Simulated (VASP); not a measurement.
# C in VASP: notebook

The runs below take C through single point, with PBE+D3(BJ).

All numbers are computed with VASP 6.6.1; they aren't measurements. Logs are shortened: lines on timing, memory, paths and dates and some standing lists are left out, and cuts for length are marked.

## 1. The cell of the first run

It takes space group Pmma (No. 51, orthorhombic). The conventional cell has a = 2.465 Å, b = 3.572 Å, c = 4.269 Å, α = 90.00°, β = 90.00°, γ = 90.00°. C (site symmetry mm2) has 3 C at 1.35 to 1.52 Å within 1.8 Å. Within 1.9 Å of C (site symmetry mm2) lie 3 C at 1.41 to 1.52 Å.

## 2. Single point, PBE+D3(BJ) (atoms displaced along several vibrational modes)

Input file INCAR:

```
ALGO     = Normal         # electronic algorithm
EDIFF    = 1E-6           # SCF threshold, eV
ENCUT    = 520            # plane-wave cutoff, eV
GGA      = PE             # functional
ISIF     = 2              # what is computed and relaxed
ISMEAR   = 0              # smearing method
IVDW     = 12             # dispersion correction
LASPH    = T              # aspherical terms in the spheres
LCHARG   = T              # write CHGCAR
LELF     = T              # ELF
LREAL    = F              # projectors in reciprocal space
LVHAR    = T            
LWAVE    = F              # write WAVECAR
NBANDS   = 16             # bands
NELM     = 60             # most SCF steps
PREC     = Accurate       # precision mode
SIGMA    = 0.15           # smearing width, eV
```

Input file KPOINTS:

```
k-points
0
Gamma
  18 12 10
```

Input file POSCAR:

```
C
1.0
   -2.4646600698      0.0000000000      0.0000000000
    0.0000000000      0.0000000000     -3.5719696368
    0.0000000000     -4.2689164642      0.0000000000
C
4
Direct
    0.5000000000      0.0000000000      0.1863437910
    0.0000000000      0.0000000000      0.6694776845
    0.0000000000      0.0000000000      0.3136562090
    0.5000000000      0.0000000000      0.8305223155
```

Potentials or basis: VASP PAW PBE potentials, release 64 (C).

Started as:

```console
> cat potpaw_PBE.64/C/POTCAR > POTCAR
> mpirun -np 1 vasp_std > vasp.out
```

OUTCAR:

```text
EDIFF = 1E-6
   ENCUT = 520
   GGA = PE
   ISIF = 2
   ISMEAR = 0
   IVDW = 12
   LASPH = T
   LREAL = F
   NELM = 60
   PREC = Accurate
 IVDW          = 12

 ion  position               nearest neighbor table
   1  0.500  0.000  0.186-   3 1.35   3 1.35   4 1.52
   2  0.000  0.000  0.669-   4 1.41   4 1.41   3 1.52
   3  0.000  0.000  0.314-   1 1.35   1 1.35   2 1.52
   4  0.500  0.000  0.831-   2 1.41   2 1.41   1 1.52

  LATTYP: Found a simple orthorhombic cell.
 ALAT       =     2.4646600698
 B/A-ratio  =     1.4492747623
 C/A-ratio  =     1.7320508075

  Lattice vectors:

 A1 = (  -2.4646600698,   0.0000000000,   0.0000000000)
 A2 = (   0.0000000000,   0.0000000000,  -3.5719696368)
 A3 = (   0.0000000000,  -4.2689164642,   0.0000000000)

Analysis of symmetry for initial positions (statically):
=====================================================================
 Subroutine PRICEL returns:
 Original cell was already a primitive cell.

 Routine SETGRP: Setting up the symmetry group for a
 simple orthorhombic supercell.

 Subroutine GETGRP returns: Found  8 space group operations
 (whereof  4 operations were pure point group operations)
 out of a pool of  8 trial point group operations.

The static configuration has the point symmetry C_2v.
 The point group associated with its full space group is D_2h.

Analysis of symmetry for dynamics (positions and initial velocities):
=====================================================================
 Subroutine PRICEL returns:
 Original cell was already a primitive cell.

 Routine SETGRP: Setting up the symmetry group for a
 simple orthorhombic supercell.

 Subroutine GETGRP returns: Found  8 space group operations
 (whereof  4 operations were pure point group operations)
 out of a pool of  8 trial point group operations.

The dynamic configuration has the point symmetry C_2v.
 The point group associated with its full space group is D_2h.

 Subroutine INISYM returns: Found  8 space group operations
 (whereof  4 operations are pure point group operations),
 and found     1 'primitive' translations

[... 93 lines left out ...]
   LNONCOLLINEAR =      F non collinear calculations
   LSORBIT =      F    spin-orbit coupling
   LASPH  =      T    aspherical Exc in radial PAW
   ENCUT  =  520.0 eV  38.22 Ry    6.18 a.u.   4.58  6.64  7.94*2*pi/ulx,y,z
   NELM   =     60;   NELMIN=  2; NELMDL= -5     # of ELM steps
   EDIFF  = 0.1E-05   stopping-criterion for ELM
   LREAL  =      F    real-space projection
   EDIFFG = 0.1E-04   stopping-criterion for IOM
   NSW    =      0    number of steps for IOM
   IBRION =     -1    ionic relax: 0-MD 1-quasi-New 2-CG
   NFREE  =      0    steps in history (QN), initial steepest desc. (CG)
   ISIF   =      2    stress and relaxation
   ISYM   =      2    0-nonsym 1-usesym 2-fastsym
   POTIM  = 0.5000    time-step for ionic-motion
   TEBEG  =    0.0;   TEEND  =   0.0 temperature during run
   PSTRESS=    0.0 pullay stress
   NELECT =      16.0000    total number of electrons
   NUPDOWN=      -1.0000    fix difference up-down
   EMIN   =  10.00;   EMAX   =-10.00  energy-range for DOS
   EFERMI =   0.00;   METHOD = LEGACY
   ISMEAR =     0;   SIGMA  =   0.15  broadening in eV -4-tet -1-fermi 0-gaus
   EFERMI_NEDOS =   21; number of points for ismear=-14 and -15
   IALGO  =     38    algorithm
   IMIX   =      4    mixing-type and parameters
     AMIX     =   0.40;   BMIX     =  1.00
     AMIX_MAG =   1.60;   BMIX_MAG =  1.00
  volume/ion in A,a.u.               =       9.40        63.40
  Fermi-wavevector in a.u.,A,eV,Ry     =   1.231556  2.327303 20.636352  1.516729
  Thomas-Fermi vector in A             =   2.366360
   LORBIT       =      0    0 simple, 1 ext, 2 COOP (PROOUT), +10 PAW based schemes
   GGA     = PE    functional components
   LHFCALC =     F    Hartree Fock is set to
   AEXX    =    0.0000 exact exchange contribution
   IVDW    =    12    specifies the selected vdW correction
   LEPSILON=     F    determine dielectric tensor
   LRPA    =     F    only Hartree local field effects (RPA)
 non-spin polarized calculation
 Gauss-broadening in eV      SIGMA  =   0.15
  energy-cutoff  :      520.00
  volume of cell :       37.58
 maximum number of plane-waves:      1040
   NGX =  9   NGY = 13   NGZ = 15

 number of electron      16.0000004 magnetization

 Free energy of the ion-electron system (eV)
  ---------------------------------------------------
  ext. energy  EPLUGINS =         0.00000000
  ---------------------------------------------------
  free energy    TOTEN  =       -36.19375595 eV

  energy without entropy =      -36.19283337  energy(sigma->0) =      -36.19329466

 E-fermi :   4.1240     XC(G=0):  -9.8760

 val. band max:        4.0684877743   @ k =   0.3889   0.4167   0.0000
 cond. band min:       4.2109542618   @ k =   0.3889   0.0833   0.0000
 fundamental gap:      0.1424664875
 Fermi energy:         4.1240041958

 k-point     1 :       0.0000    0.0000    0.0000
  band No.  band energies     occupation
      1     -15.4867      2.00000
      2     -10.4706      2.00000
      3      -8.3989      2.00000
      4      -3.2470      2.00000
      5      -2.7672      2.00000
      6      -0.0016      2.00000
[... 433 lines left out ...]
      3      -7.9200      2.00000
      4      -4.8650      2.00000
      5      -2.5670      2.00000
      6      -1.5372      2.00000
[... 8 lines left out ...]
     15      15.8373      0.00000
     16      16.1454      0.00000

 [... further k-points ...]

------------------------ aborting loop because EDIFF is reached ----------------------------------------

 Edisp (eV)   -0.57788

 E8    (eV) :    -0.1624

  FORCE on cell =-STRESS in cart. coord.  units (eV):
  Direction    XX          YY          ZZ          XY          YZ          ZX
  --------------------------------------------------------------------------------------
  -------------------------------------------------------------------------------------
  Total       4.07898    -0.77237    -0.01769     0.00000     0.00000     0.00000
  in kB     173.89197   -32.92718    -0.75401     0.00000     0.00000     0.00000
  external pressure =       46.74 kB  Pullay stress =        0.00 kB

 VOLUME and BASIS-vectors are now :
 -----------------------------------------------------------------------------
  energy-cutoff  :      520.00
  volume of cell :       37.58
      direct lattice vectors                 reciprocal lattice vectors
    -2.464660070  0.000000000  0.000000000    -0.405735465  0.000000000  0.000000000
     0.000000000  0.000000000 -3.571969637     0.000000000  0.000000000 -0.279957587
     0.000000000 -4.268916464  0.000000000     0.000000000 -0.234251480  0.000000000

 POSITION                                       TOTAL-FORCE (eV/Angst)
 -----------------------------------------------------------------------------------
     -1.23233     -0.79549      0.00000         0.000000      7.371242      0.000000
      0.00000     -2.85794      0.00000         0.000000      1.659559      0.000000
      0.00000     -1.33897      0.00000         0.000000     -7.371242      0.000000
     -1.23233     -3.54543      0.00000         0.000000     -1.659559      0.000000
 -----------------------------------------------------------------------------------
    total drift:                               -0.000000     -0.000000     -0.000000

  FREE ENERGIE OF THE ION-ELECTRON SYSTEM (eV)
  ---------------------------------------------------
  free  energy   TOTEN  =       -36.7716365833 eV

  energy  without entropy=      -36.7707140046  energy(sigma->0) =      -36.77117529
```

OSZICAR:

```text
N       E                     dE             d eps       ncg     rms          rms(c)
DAV:   1     0.354031336015E+02    0.35403E+02   -0.78259E+03 13456   0.914E+02
DAV:   2    -0.358668132186E+02   -0.71270E+02   -0.64948E+02 18992   0.192E+02
DAV:   3    -0.386983288157E+02   -0.28315E+01   -0.28166E+01 17728   0.355E+01
DAV:   4    -0.387224349800E+02   -0.24106E-01   -0.24100E-01 17032   0.395E+00
DAV:   5    -0.387228284081E+02   -0.39343E-03   -0.39341E-03 17464   0.479E-01    0.913E+00
DAV:   6    -0.367936473304E+02    0.19292E+01   -0.13615E+00 16152   0.755E+00    0.531E+00
DAV:   7    -0.361813405827E+02    0.61231E+00   -0.15339E+00 16952   0.786E+00    0.159E+00
DAV:   8    -0.361909039086E+02   -0.95633E-02   -0.52399E-02 16424   0.136E+00    0.651E-01
DAV:   9    -0.361933879376E+02   -0.24840E-02   -0.22664E-03 15608   0.382E-01    0.652E-02
DAV:  10    -0.361936751178E+02   -0.28718E-03   -0.14290E-04 16168   0.875E-02    0.345E-02
DAV:  11    -0.361937559591E+02   -0.80841E-04   -0.77261E-05 14712   0.558E-02    0.819E-03
DAV:  12    -0.361937559460E+02    0.13128E-07   -0.96855E-07 16488   0.807E-03
   1 F= -.36771637E+02 E0= -.36771175E+02  d E =-.922579E-03
```

Run time: 4.5 min. Hardware: 1 thread of Intel Xeon 8259CL, shared host; peak memory 0.29 GiB.

Results:

* Free energy: -36.7716 eV
* Pressure: 4.7 GPa
* Largest force: 7.371 eV/Å
* Band gap on the k mesh: zero (bands 8 and 9 overlap by 0.27 eV)
* Dispersion energy per atom: -0.144 eV

Forces on the atoms (eV/Å):
```
C    0.000  7.371  0.000
C    0.000  1.660  0.000
C    0.000 -7.371  0.000
C    0.000 -1.660  0.000
```

Levels at points of the mesh, in eV from the Fermi level:
```tsv
k point	band 5	band 6	band 7	band 8	band 9	band 10	band 11	band 12
(0.00, 0.00, 0.00)	-6.89	-4.13	-2.46	-1.42	3.57	3.87	6.21	7.32
(0.50, 0.00, 0.00)	-8.19	-8.19	-1.88	-1.88	2.73	2.73	9.27	9.27
(0.00, 0.50, 0.00)	-7.35	-4.11	-3.39	-1.39	2.10	6.30	7.53	9.18
(0.50, 0.50, 0.00)	-8.11	-8.11	-3.05	-3.05	1.95	1.95	10.88	10.88
(0.00, 0.00, 0.50)	-6.26	-5.61	-5.06	-4.94	5.63	5.71	7.17	7.65
(0.50, 0.00, 0.50)	-5.91	-5.91	-1.51	-1.51	1.84	1.84	6.98	6.98
(0.00, 0.50, 0.50)	-6.80	-6.30	-6.19	-5.03	6.82	7.20	7.83	7.99
(0.50, 0.50, 0.50)	-5.88	-5.88	-2.53	-2.53	0.62	0.62	7.21	7.21
```

Caveat: the cell differs from its parent crystal (atoms displaced along several vibrational modes); the stress differs along the axes, from -3 to 17 GPa; forces of over 1 eV/Å act on the atoms, so gaps and moduli don't describe the material at rest.

## 3. Single point, PBE+D3(BJ) (atoms displaced along several vibrational modes)

Input file INCAR:

```
PREC = Accurate ; ENCUT = 520
EDIFF = 1E-7 ; ISMEAR = 0
SIGMA = 0.15 ; LREAL = False
LASPH = True ; NELM = 60
ALGO = Normal ; ISIF = 2
LWAVE = False ; LCHARG = False
GGA = PE ; IVDW = 12
NBANDS = 16
```

Input file KPOINTS:

```
regular mesh
0
Gamma
  18 12 10
```

Input file POSCAR:

```
C
1.0
   -2.4646600698      0.0000000000      0.0000000000
    0.0000000000      0.0000000000     -3.5719696368
    0.0000000000     -4.2689164642      0.0000000000
C
4
Direct
    0.5000000000      0.0000000000      0.1750997200
    0.0000000000      0.0000000000      0.6582336134
    0.0000000000      0.0000000000      0.3249002800
    0.5000000000      0.0000000000      0.8417663866
```

Potentials or basis: VASP PAW PBE potentials, release 64 (C).

Started as:

```console
> cat potpaw_PBE.64/C/POTCAR > POTCAR
> mpirun -np 1 vasp_std > vasp.out
```

It took 4.8 min on 1 thread of Intel Xeon 8259CL, shared host; peak memory 0.3 GiB.

It converged, with:

* Free energy: -37.2313 eV
* Pressure: 1.3 GPa
* Largest force: 2.885 eV/Å
* Band gap on the k mesh: zero (bands 8 and 9 overlap by 0.90 eV)
* Dispersion energy per atom: -0.144 eV

Forces on the atoms (eV/Å):
```
C    0.000  2.885  0.000
C    0.000 -2.792  0.000
C    0.000 -2.885  0.000
C    0.000  2.792  0.000
```

Stress tensor (GPa, compression positive):
```
 3.49  0.00  0.00
 0.00  0.56  0.00
 0.00  0.00 -0.08
```

Levels at points of the mesh, in eV from the Fermi level:
```
           k point  band 6  band 7  band 8  band 9  band 10  band 11
(0.00, 0.00, 0.00)   -2.98   -2.82   -1.82    2.34     3.83     7.04
(0.50, 0.00, 0.00)   -8.97   -2.17   -2.17    3.24     3.24     9.27
(0.00, 0.50, 0.00)   -2.96   -2.82   -2.80    1.05     7.25     8.29
(0.50, 0.50, 0.00)   -8.90   -3.29   -3.29    2.43     2.43    10.40
(0.00, 0.00, 0.50)   -5.54   -4.85   -4.19    5.59     5.74     7.15
(0.50, 0.00, 0.50)   -6.38   -1.86   -1.86    2.36     2.36     7.15
(0.00, 0.50, 0.50)   -6.23   -5.91   -4.16    6.47     7.39     7.70
(0.50, 0.50, 0.50)   -6.35   -2.85   -2.85    1.07     1.07     7.40
```

Caveat: the cell differs from its parent crystal (atoms displaced along several vibrational modes); forces of over 1 eV/Å act on the atoms, so gaps and moduli don't describe the material at rest.

## 4. Single point, PBE+D3(BJ) (atoms displaced along several vibrational modes)

Input file INCAR:

```
PREC = Accurate ; ENCUT = 520
EDIFF = 1E-6 ; ISMEAR = 0
SIGMA = 0.15 ; LREAL = False
LASPH = True ; NELM = 60
ALGO = Normal ; ISIF = 2
LWAVE = False ; LCHARG = True
GGA = PE ; IVDW = 12
LELF = True ; LVHAR = True
NBANDS = 16
```

KPOINTS is that of step 3.

Input file POSCAR:

```
C
1.0
   -2.4646600698      0.0000000000      0.0000000000
    0.0000000000      0.0000000000     -3.5719696368
    0.0000000000     -4.2689164642      0.0000000000
C
4
Direct
    0.5000000000      0.0000000000      0.1807217555
    0.0000000000      0.0000000000      0.6807217555
    0.0000000000      0.0000000000      0.3192782445
    0.5000000000      0.0000000000      0.8192782445
```

Started as:

```console
> cat potpaw_PBE.64/C/POTCAR > POTCAR
> mpirun -np 1 vasp_std > vasp.out
```

Wall time 4.4 min (1 thread of Intel Xeon 8259CL, shared host); peak memory 0.29 GiB.

It converged, with:

| Quantity | Value |
| --- | --- |
| Free energy | -36.7363 eV |
| Pressure | 5.7 GPa |
| Largest force | 5.496 eV/Å |
| Band gap on the k mesh | zero (bands 8 and 9 overlap by 0.53 eV) |
| Dispersion energy per atom | -0.145 eV |

Forces in eV/Å, atoms in the order of the input:
```
C    0.000  5.496  0.000
C    0.000  5.496  0.000
C    0.000 -5.496  0.000
C    0.000 -5.496  0.000
```

Stress tensor (GPa, compression positive):
```
19.47  0.00  0.00
 0.00 -2.29  0.00
 0.00  0.00 -0.19
```

Levels at points of the mesh, in eV from the Fermi level:
```
           k point  band 4  band 5  band 6  band 7  band 8  band 9  band 10  band 11  band 12  band 13
(0.00, 0.00, 0.00)   -7.24   -6.83   -4.69   -2.60   -1.02    3.93     3.95     6.06     7.05    10.77
(0.50, 0.00, 0.00)  -11.23   -7.94   -7.94   -1.77   -1.77    2.64     2.64     9.30     9.30    10.66
(0.00, 0.50, 0.00)   -8.24   -7.21   -4.68   -3.51   -0.99    2.42     6.10     7.29     9.21    10.85
(0.50, 0.50, 0.00)  -11.15   -7.87   -7.87   -2.95   -2.95    1.87     1.87    11.04    11.04    11.09
(0.00, 0.00, 0.50)   -6.51   -6.13   -6.13   -5.27   -5.27    5.72     5.72     7.44     7.44     8.33
(0.50, 0.00, 0.50)  -13.69   -5.76   -5.76   -1.37   -1.37    1.75     1.75     6.98     6.98    11.09
(0.00, 0.50, 0.50)   -6.56   -6.44   -6.44   -6.11   -6.11    7.46     7.46     7.50     7.50    10.77
(0.50, 0.50, 0.50)  -13.59   -5.72   -5.72   -2.40   -2.40    0.55     0.55     7.20     7.20    13.39
```

Caveat: the cell differs from its parent crystal (atoms displaced along several vibrational modes); the stress differs along the axes, from -2 to 19 GPa; forces of over 1 eV/Å act on the atoms, so gaps and moduli don't describe the material at rest.

[end of part 1 of 2]

The gap in the log of VASP goes by the Fermi energy; the results here count the filled bands.